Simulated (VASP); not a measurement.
Wanted: the native input for a VASP 6.6.1 run.

| Quantity | Value |
| --- | --- |
| Task | single point |
| Functional | PBE |
| Potentials or basis | VASP PAW PBE potentials, release 64 (Mn_pv, O) |
| Cutoff | 520 eV |
| k mesh | 10 × 10 × 10 |
| Occupations | fermi-dirac, width 0.05 eV |
| Spin | collinear spin, ferromagnetic start |
| Starting moments | [4.0, 0.0] μB |
| Dipole correction | no |
| Further INCAR settings | ALGO = Normal; EDIFF = 1e-06; NBANDS = 20 |

The structure of MnO lies in POSCAR:

```
MnO
1.0
    0.0000000000      2.2367159928      2.2367159928
    2.2367159928      0.0000000000      2.2367159928
    2.2367159928      2.2367159928      0.0000000000
Mn O
1 1
Direct
    0.0000000000      0.0000000000      0.0000000000
    0.5000000000      0.5000000000      0.5000000000
```

One way to write it, as run:

INCAR

```
SYSTEM = MnO
PREC = Accurate ; ENCUT = 520
EDIFF = 1E-6 ; ISMEAR = -1
SIGMA = 0.05 ; LREAL = .False.
LASPH = .True. ; NELM = 150
ALGO = Normal ; ISIF = 2
LWAVE = .False. ; LCHARG = .False.
ISPIN = 2 ; MAGMOM = 4 0
LORBIT = 11 ; LMAXMIX = 4
GGA = PE ; NBANDS = 20
```

KPOINTS

```
regular mesh
0
Gamma
  10 10 10
  0 0 0
```

Potentials or basis: VASP PAW PBE potentials, release 64 (Mn_pv, O).

Launch:

```sh
$ cat potpaw_PBE.64/Mn_pv/POTCAR potpaw_PBE.64/O/POTCAR > POTCAR
$ mpirun -np 1 vasp_std > vasp.out
```

Results of the run:

```yaml
Pressure: -2.1 GPa
Net_moment: 4.81 μB per cell
Site_moments: Mn +4.36; O +0.20 μB
Valence_electrons_inside_the_program's_atomic_spheres: Mn 11.34; O 4.97
```

Caveat: a cell with one magnetic atom can't hold antiferromagnetic order, which such compounds often take.

Wall time 13 s on 1 thread of Intel(R) Xeon(R) 6975P-C (Granite Rapids), on a shared host, peak memory 0.16 GiB.
